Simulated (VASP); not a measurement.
## TaN: single point with PBE

The system is TaN.

```
Ta N
1.0
     3.10685    0.00000    0.00000
    -1.55343    2.69062    0.00000
     0.00000    0.00000    5.77844
Ta N
2 2
Direct
  0.33333 0.66667 0.03049
  0.66667 0.33333 0.53049
  0.33333 0.66667 0.35451
  0.66667 0.33333 0.85451
```

* Program: VASP 6.6.1
* Task: single point
* Functional: PBE
* Potentials or basis: VASP PAW PBE potentials, release 64 (Ta_pv, N)
* Cutoff: 520 eV
* k mesh: 18 × 18 × 8
* Occupations: gaussian, width 0.15 eV
* Spin: no spin polarisation

```
Pressure               : 30.2 GPa
Largest force          : 1.422 eV/Å
Band gap on the k mesh : zero (bands 16 and 17 overlap by 0.62 eV)
```

Forces in eV/Å, atoms in the order of the input:
```
Ta   0.000  0.000 -1.422
Ta   0.000  0.000 -1.422
N    0.000  0.000  1.422
N    0.000  0.000  1.422
```

Stress tensor (GPa, compression positive):
```
19.42  0.00  0.00
 0.00 19.42  0.00
 0.00  0.00 51.82
```

Levels at points of the mesh, in eV from the Fermi level:
```tsv
k point	band 14	band 15	band 16	band 17	band 18	band 19
(0.00, 0.00, 0.00)	-5.01	-0.91	-0.67	-0.07	-0.07	2.30
(0.50, 0.00, 0.00)	-3.98	-2.58	-0.41	1.49	2.36	2.84
(0.00, 0.00, 0.50)	-5.62	0.41	0.41	0.99	0.99	0.99
(0.50, 0.00, 0.50)	-5.34	-0.83	-0.83	1.77	1.77	3.45
```

It took 56 s on 1 thread of Intel(R) Xeon(R) 6975P-C (Granite Rapids), with other jobs on the host, peak memory 0.3 GiB.

Caveat: the cell stands under pressure; spin-orbit coupling is left out, which moves the levels of the heavy elements; forces of over 1 eV/Å act on the atoms, so gaps and moduli don't describe the material at rest.
